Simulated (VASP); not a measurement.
# HgTe (F-43m) in VASP: notebook, part 2 of 2

VASP 6.6.1. The steps go on from the part before.

## (6) Overview

```tsv
smearing	gap on the mesh (eV)	pressure (GPa)
gaussian 0.02 eV	none	6.7
methfessel-paxton 0.3 eV	none	6.7
fermi-dirac 0.3 eV	none	6.8
```

Alike in all rows: task single point; level PBE; potentials or basis VASP PAW PBE potentials, release 64 (Hg, Te); no spin polarisation; cell as given; k mesh 6 × 6 × 6; cutoff (eV) 500.

Every run on the cell as given and a fine mesh finds a metal.

Caveats: spin-orbit coupling is left out, which moves the levels of the heavy elements.

Total energies depend on the potentials used, so only differences within one code and one set of settings carry meaning.
